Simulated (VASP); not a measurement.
# RuC18 in VASP: single point with PBE+D3(BJ)

Aim: the single point of RuC18 with PBE+D3(BJ).

All numbers are computed with VASP 6.6.1; they aren't measurements. Logs are shortened: lines on timing, memory, paths and dates and some standing lists are left out, and cuts for length are marked.

## 1. The cell of the first run

The cell holds a slab with vacuum, 19 atoms: a = 7.398 Å, b = 7.398 Å, c = 11.000 Å, α = 90.00°, β = 90.00°, γ = 120.00°.

## 2. Single point, PBE+D3(BJ)

INCAR

```
SYSTEM = RuC18
ALGO     = Normal         ! electronic algorithm
EDIFF    = 1E-6           ! SCF threshold, eV
ENCUT    = 520            ! plane-wave cutoff, eV
GGA      = PE             ! functional
ISIF     = 2              ! what is computed and relaxed
ISMEAR   = -1             ! smearing method
IVDW     = 12             ! dispersion correction
LASPH    = .TRUE.         ! aspherical terms in the spheres
LCHARG   = .TRUE.         ! write CHGCAR
LELF     = .TRUE.         ! ELF
LREAL    = Auto         
LVHAR    = .TRUE.       
LWAVE    = .FALSE.        ! write WAVECAR
NBANDS   = 58             ! bands
NELM     = 60             ! most SCF steps
PREC     = Accurate       ! precision mode
SIGMA    = 0.05           ! smearing width, eV
```

KPOINTS

```
k-points
0
G
  2 2 1
  0 0 0
```

POSCAR

```
RuC18
1.0
    7.3980000000      0.0000000000      0.0000000000
   -3.6990000000      6.4068560000      0.0000000000
    0.0000000000      0.0000000000     11.0000000000
C Ru
18 1
Direct
   -0.0022033873     -0.0132678181      0.0962028182
    0.2190402763      0.0984830937      0.0944312727
   -0.0015094226      0.3201457938      0.0906562727
    0.2198187469      0.4307942929      0.0889879091
   -0.0022560525      0.6528642130      0.0963521818
    0.2190105348      0.7623714346      0.0945134545
    0.3308569714     -0.0136491284      0.0954178182
    0.5530891091      0.0975261501      0.0770350909
    0.3305043039      0.3201075535      0.0906432727
    0.5521289001      0.4315722095      0.0944277273
    0.3304654936      0.6521186054      0.0906636364
    0.5520930663      0.7622696686      0.0944060000
    0.6642590514     -0.0136449141      0.0953646364
    0.8883421128      0.0985203975      0.0944120909
    0.6642610831      0.3197557429      0.0954204545
    0.8882374688      0.4315998362      0.0945203636
    0.6638800209      0.6528141104      0.0962221818
    0.8864517617      0.7641576461      0.0966269091
    0.5556364009      1.0949470380      0.2573325455
```

Potentials or basis: VASP PAW PBE potentials, release 64 (C, Ru_pv).

Run with:

```bash
$ cat potpaw_PBE.64/C/POTCAR potpaw_PBE.64/Ru_pv/POTCAR > POTCAR
$ mpirun -np 1 vasp_std > vasp.out
```

OUTCAR:

```text
SYSTEM = RuC18
   EDIFF = 1E-6
   ENCUT = 520
   GGA = PE
   ISIF = 2
   ISMEAR = -1
   IVDW = 12
   LASPH = .TRUE.
   LREAL = Auto
   NELM = 60
   PREC = Accurate
 IVDW          = 12

 ion  position               nearest neighbor table
   1  0.998  0.987  0.096-  14 1.42   2 1.42  18 1.43
   2  0.219  0.098  0.094-   1 1.42   9 1.42   7 1.43
   3  0.998  0.320  0.091-   4 1.42  14 1.42  16 1.42
   4  0.220  0.431  0.089-  11 1.42   3 1.42   9 1.42
   5  0.998  0.653  0.096-  16 1.42   6 1.42  18 1.43
   6  0.219  0.762  0.095-   5 1.42  11 1.42   7 1.44
   7  0.331  0.986  0.095-   2 1.43   6 1.44   8 1.44  19 2.29
   8  0.553  0.098  0.077-  15 1.44   7 1.44  13 1.44  19 1.98
   9  0.331  0.320  0.091-   4 1.42  10 1.42   2 1.42
  10  0.552  0.432  0.094-  17 1.42   9 1.42  15 1.43
  11  0.330  0.652  0.091-   4 1.42  12 1.42   6 1.42
  12  0.552  0.762  0.094-  17 1.42  11 1.42  13 1.44
  13  0.664  0.986  0.095-  14 1.44  12 1.44   8 1.44  19 2.26
  14  0.888  0.099  0.094-   1 1.42   3 1.42  13 1.44
  15  0.664  0.320  0.095-  10 1.43  16 1.44   8 1.44  19 2.29
  16  0.888  0.432  0.095-   5 1.42   3 1.42  15 1.44
  17  0.664  0.653  0.096-  10 1.42  12 1.42  18 1.43
  18  0.886  0.764  0.097-  17 1.43   1 1.43   5 1.43
  19  0.556  0.095  0.257-   8 1.98  13 2.26   7 2.29  15 2.29

  LATTYP: Found a hexagonal cell.
 ALAT       =     7.3980000000
 C/A-ratio  =     1.4868883482

  Lattice vectors:

 A1 = (   7.3980000000,   0.0000000000,   0.0000000000)
 A2 = (  -3.6990000000,   6.4068560000,   0.0000000000)
 A3 = (   0.0000000000,   0.0000000000,  11.0000000000)

Analysis of symmetry for initial positions (statically):
=====================================================================
 Subroutine PRICEL returns:
 Original cell was already a primitive cell.

 Routine SETGRP: Setting up the symmetry group for a
 hexagonal supercell.

 Subroutine GETGRP returns: Found  1 space group operations
 (whereof  1 operations were pure point group operations)
 out of a pool of 24 trial point group operations.

The static configuration has the point symmetry C_1 .

Analysis of symmetry for dynamics (positions and initial velocities):
=====================================================================
 Subroutine PRICEL returns:
 Original cell was already a primitive cell.

 Routine SETGRP: Setting up the symmetry group for a
 hexagonal supercell.

 Subroutine GETGRP returns: Found  1 space group operations
 (whereof  1 operations were pure point group operations)
 out of a pool of 24 trial point group operations.

The dynamic configuration has the point symmetry C_1 .

 Subroutine INISYM returns: Found  1 space group operations
 (whereof  1 operations are pure point group operations),
 and found     1 'primitive' translations

----------------------------------------------------------------------------------------

                                     Primitive cell

  volume of cell :     521.3771

  direct lattice vectors                    reciprocal lattice vectors
     7.398000000  0.000000000  0.000000000     0.135171668  0.078041398  0.000000000
    -3.699000000  6.406856000  0.000000000     0.000000000  0.156082796  0.000000000
     0.000000000  0.000000000 11.000000000     0.000000000  0.000000000  0.090909091

  length of vectors
     7.398000000  7.398000054 11.000000000     0.156082797  0.156082796  0.090909091

  position of ions in fractional coordinates (direct lattice)
     0.997796613  0.986732182  0.096202818
     0.219040276  0.098483094  0.094431273
     0.998490577  0.320145794  0.090656273
     0.219818747  0.430794293  0.088987909
     0.997743947  0.652864213  0.096352182
     0.219010535  0.762371435  0.094513455
[... 11 lines left out ...]
     0.886451762  0.764157646  0.096626909
     0.555636401  0.094947038  0.257332545

  ion indices of the primitive-cell ions
   primitive index   ion index
                 1           1
                 2           2
                 3           3
                 4           4
                 5           5
                 6           6
[... 11 lines left out ...]
                18          18
                19          19

----------------------------------------------------------------------------------------

 KPOINTS: k-points

Automatic generation of k-mesh.
 Grid dimensions read from file:
 generate k-points for:    2    2    1

 Generating k-lattice:

  Cartesian coordinates                     Fractional coordinates (reciprocal lattice)
     0.067585834  0.039020699  0.000000000     0.500000000 -0.000000000  0.000000000
     0.000000000  0.078041398  0.000000000     0.000000000  0.500000000  0.000000000
     0.000000000  0.000000000  0.090909091     0.000000000  0.000000000  1.000000000

  Length of vectors
     0.078041399  0.078041398  0.090909091

  Shift w.r.t. Gamma in fractional coordinates (k-lattice)
     0.000000000  0.000000000  0.000000000

 Subroutine IBZKPT returns following result:
 ===========================================

 Found      4 irreducible k-points:

 Following reciprocal coordinates:
            Coordinates               Weight
  0.000000  0.000000  0.000000      1.000000
  0.500000 -0.000000  0.000000      1.000000
  0.000000  0.500000  0.000000      1.000000
  0.500000  0.500000  0.000000      1.000000
   k-points           NKPTS =      4   k-points in BZ     NKDIM =      4   number of bands    NBANDS=     58
   number of dos      NEDOS =    301   number of ions     NIONS =     19
   total plane-waves  NPLWV = 263424
   dimension x,y,z NGX =    56 NGY =   56 NGZ =   84
   dimension x,y,z NGXF=   112 NGYF=  112 NGZF=  168
   ions per type =              18   1
   NGX,Y,Z   is equivalent  to a cutoff of  12.58, 12.58, 12.70 a.u.
   NGXF,Y,Z  is equivalent  to a cutoff of  25.17, 25.17, 25.39 a.u.
 SYSTEM =  RuC18
   PREC   = accura    normal or accurate (medium, high low for compatibility)
   ISTART =      0    job   : 0-new  1-cont  2-samecut
   ICHARG =      2    charge: 1-file 2-atom 10-const
   ISPIN  =      1    spin polarized calculation?
   LNONCOLLINEAR =      F non collinear calculations
   LSORBIT =      F    spin-orbit coupling
   LASPH  =      T    aspherical Exc in radial PAW
   ENCUT  =  520.0 eV  38.22 Ry    6.18 a.u.  13.76 13.76 20.45*2*pi/ulx,y,z
   NELM   =     60;   NELMIN=  2; NELMDL= -5     # of ELM steps
   EDIFF  = 0.1E-05   stopping-criterion for ELM
   LREAL  =      T    real-space projection
   EDIFFG = 0.1E-04   stopping-criterion for IOM
   NSW    =      0    number of steps for IOM
   IBRION =     -1    ionic relax: 0-MD 1-quasi-New 2-CG
   NFREE  =      0    steps in history (QN), initial steepest desc. (CG)
   ISIF   =      2    stress and relaxation
   ISYM   =      2    0-nonsym 1-usesym 2-fastsym
   POTIM  = 0.5000    time-step for ionic-motion
   TEBEG  =    0.0;   TEEND  =   0.0 temperature during run
   PSTRESS=    0.0 pullay stress
   NELECT =      86.0000    total number of electrons
   NUPDOWN=      -1.0000    fix difference up-down
   EMIN   =  10.00;   EMAX   =-10.00  energy-range for DOS
   EFERMI =   0.00;   METHOD = LEGACY
   ISMEAR =    -1;   SIGMA  =   0.05  broadening in eV -4-tet -1-fermi 0-gaus
   EFERMI_NEDOS =   21; number of points for ismear=-14 and -15
   IALGO  =     38    algorithm
   IMIX   =      4    mixing-type and parameters
     AMIX     =   0.40;   BMIX     =  1.00
     AMIX_MAG =   1.60;   BMIX_MAG =  1.00
  volume/ion in A,a.u.               =      27.44       185.18
  Fermi-wavevector in a.u.,A,eV,Ry     =   0.897822  1.696638 10.967447  0.806085
  Thomas-Fermi vector in A             =   2.020454
   LORBIT       =      0    0 simple, 1 ext, 2 COOP (PROOUT), +10 PAW based schemes
   GGA     = PE    functional components
   LHFCALC =     F    Hartree Fock is set to
   AEXX    =    0.0000 exact exchange contribution
   IVDW    =    12    specifies the selected vdW correction
   LEPSILON=     F    determine dielectric tensor
   LRPA    =     F    only Hartree local field effects (RPA)
 non-spin polarized calculation
  energy-cutoff  :      520.00
  volume of cell :      521.38
 maximum number of plane-waves:     14099
 NGX is ok and might be reduce to    56
   NGX = 27   NGY = 27   NGZ = 41

 number of electron      85.9999994 magnetization

 Free energy of the ion-electron system (eV)
  ---------------------------------------------------
  ext. energy  EPLUGINS =         0.00000000
  ---------------------------------------------------
  free energy    TOTEN  =      -169.13708222 eV

  energy without entropy =     -169.01933159  energy(sigma->0) =     -169.07820690

 E-fermi :  -0.7850     XC(G=0):  -4.4654

 val. band max:       -0.8023833223   @ k =   0.0000   0.0000   0.0000
 cond. band min:      -0.7844672039   @ k =   0.0000   0.5000   0.0000
 fundamental gap:      0.0179161184
 Fermi energy:        -0.7849638738

 k-point     1 :       0.0000    0.0000    0.0000
  band No.  band energies     occupation
      1     -42.6196      2.00000
      2     -42.1838      2.00000
      3     -42.1776      2.00000
      4     -20.3849      2.00000
      5     -18.0800      2.00000
      6     -17.7709      2.00000
[... 47 lines left out ...]
     54       4.2025      0.00000
     55       4.2143      0.00000

 k-point     2 :       0.5000   -0.0000    0.0000
  band No.  band energies     occupation
      1     -42.6196      2.00000
      2     -42.1838      2.00000
      3     -42.1776      2.00000
      4     -19.8110      2.00000
      5     -19.6535      2.00000
      6     -18.4721      2.00000
[... 47 lines left out ...]
     54       4.0965      0.00000
     55       4.3661      0.00000

 k-point     3 :       0.0000    0.5000    0.0000
  band No.  band energies     occupation
      1     -42.6196      2.00000
      2     -42.1838      2.00000
      3     -42.1776      2.00000
      4     -19.8110      2.00000
      5     -19.6536      2.00000
      6     -18.4721      2.00000
[... 47 lines left out ...]
     54       4.0965      0.00000
     55       4.3660      0.00000

 k-point     4 :       0.5000    0.5000    0.0000
  band No.  band energies     occupation
      1     -42.6196      2.00000
      2     -42.1838      2.00000
      3     -42.1776      2.00000
      4     -19.8130      2.00000
      5     -19.6510      2.00000
      6     -18.4720      2.00000
[... 47 lines left out ...]
     54       4.1014      0.00000
     55       4.3662      0.00000
 [bands above 55 left out]

------------------------ aborting loop because EDIFF is reached ----------------------------------------

 Edisp (eV)   -1.92023

 E8    (eV) :    -0.6321

  FORCE on cell =-STRESS in cart. coord.  units (eV):
  Direction    XX          YY          ZZ          XY          YZ          ZX
  --------------------------------------------------------------------------------------
  -------------------------------------------------------------------------------------
  Total       4.69537     4.69878    -0.16963    -0.01405     0.00228    -0.00113
  in kB      14.42875    14.43921    -0.52128    -0.04317     0.00700    -0.00346
  external pressure =        9.45 kB  Pullay stress =        0.00 kB

 VOLUME and BASIS-vectors are now :
 -----------------------------------------------------------------------------
  energy-cutoff  :      520.00
  volume of cell :      521.38
      direct lattice vectors                 reciprocal lattice vectors
     7.398000000  0.000000000  0.000000000     0.135171668  0.078041398  0.000000000
    -3.699000000  6.406856000  0.000000000     0.000000000  0.156082796  0.000000000
     0.000000000  0.000000000 11.000000000     0.000000000  0.000000000  0.090909091

 POSITION                                       TOTAL-FORCE (eV/Angst)
 -----------------------------------------------------------------------------------
      3.73178      6.32185      1.05823         0.007378      0.000020      0.011068
      1.25617      0.63097      1.03874         0.006714     -0.000166      0.000435
      6.20261      2.05113      0.99722         0.001144     -0.009796     -0.002309
      0.03271      2.76004      0.97887        -0.004279     -0.002094     -0.004208
      4.96636      4.18281      1.05987        -0.002680      0.010668      0.007060
     -1.19977      4.88440      1.03965        -0.000875      0.005775      0.001257
[... 11 lines left out ...]
      3.73135      4.89585      1.06290         0.009077      0.000122      0.000509
      3.75939      0.60831      2.83066        -0.000311      0.002205      0.023509
 -----------------------------------------------------------------------------------
    total drift:                               -0.012589      0.011393     -0.005225

  FREE ENERGIE OF THE ION-ELECTRON SYSTEM (eV)
  ---------------------------------------------------
  free  energy   TOTEN  =      -171.0573075288 eV

  energy  without entropy=     -170.9395568982  energy(sigma->0) =     -170.99843221
```

It took 3.6 min on 1 thread of AMD EPYC 9R45 (Zen 5), shared host; peak memory 0.53 GiB.

Results:

| Item | Value |
| --- | --- |
| Free energy | -171.0573 eV |
| Largest force | 0.035 eV/Å |
| Band gap on the k mesh | 0.02 eV, indirect (least direct gap 0.03 eV) |
| Dispersion energy per atom | -0.101 eV |

Forces on the atoms (eV/Å):
```
C    0.007  0.000  0.011
C    0.007  0.000  0.000
C    0.001 -0.010 -0.002
C   -0.004 -0.002 -0.004
C   -0.003  0.011  0.007
C   -0.001  0.006  0.001
C   -0.001 -0.005  0.002
C   -0.012  0.000 -0.033
C    0.002 -0.001 -0.008
C   -0.006 -0.002  0.005
C    0.002  0.002  0.001
C   -0.003 -0.004 -0.003
C    0.001  0.002  0.007
C    0.003  0.002 -0.008
C   -0.006  0.003 -0.001
C    0.000 -0.003 -0.001
C    0.004 -0.001  0.003
C    0.009  0.000  0.001
Ru   0.000  0.002  0.024
```

Caveat: the k points lie up to 0.49 Å⁻¹ apart.
